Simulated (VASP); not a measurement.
Here is a VASP 6.6.1 calculation.

Contents of POSCAR:

```
Si
1.0
   -1.5621984889      1.5621984889      1.5621984889
    1.5621984889     -1.5621984889      1.5621984889
    1.5621984889      1.5621984889     -1.5621984889
Si
1
Direct
    0.0000000000      0.0000000000      0.0000000000
```

INCAR.step1

```
SYSTEM = Si
ALGO = Normal ; EDIFF = 1E-4
ENCUT = 520 ; GGA = PE
ISMEAR = -1 ; LASPH = .TRUE.
LCHARG = .FALSE. ; LREAL = .FALSE.
LWAVE = .TRUE. ; NBANDS = 8
NELM = 100 ; PREC = Accurate
SIGMA = 0.1
```

The input INCAR.step2:

```
SYSTEM = Si
ALGO = Normal ; EDIFF = 1E-6
ENCUT = 520 ; ISIF = 2
ISMEAR = -1 ; ISTART = 1
LASPH = .TRUE. ; LCHARG = .FALSE.
LMIXTAU = .TRUE. ; LREAL = .FALSE.
LWAVE = .FALSE. ; METAGGA = R2SCAN
NBANDS = 8 ; NELM = 100
PREC = Accurate ; SIGMA = 0.1
```

KPOINTS

```
k-points
0
G
  16 16 16
  0 0 0
```

Potentials or basis: VASP PAW PBE potentials, release 64 (Si).

The run is started by

```bash
$ cat potpaw_PBE.64/Si/POTCAR > POTCAR
$ cp INCAR.step1 INCAR
$ mpirun -np 1 vasp_std > vasp.out
$ cp INCAR.step2 INCAR
$ mpirun -np 1 vasp_std > vasp.out
```

Task: Predict the band gap on the k mesh.

Result: Zero (band 2 reaches 21.07 eV, above the bottom of band 3 at 5.27 eV).

Task: Estimate the pressure.

Result: -5.8 GPa.

Caveat: the PAW data sets were made with another functional, which shifts forces and pressure a little.
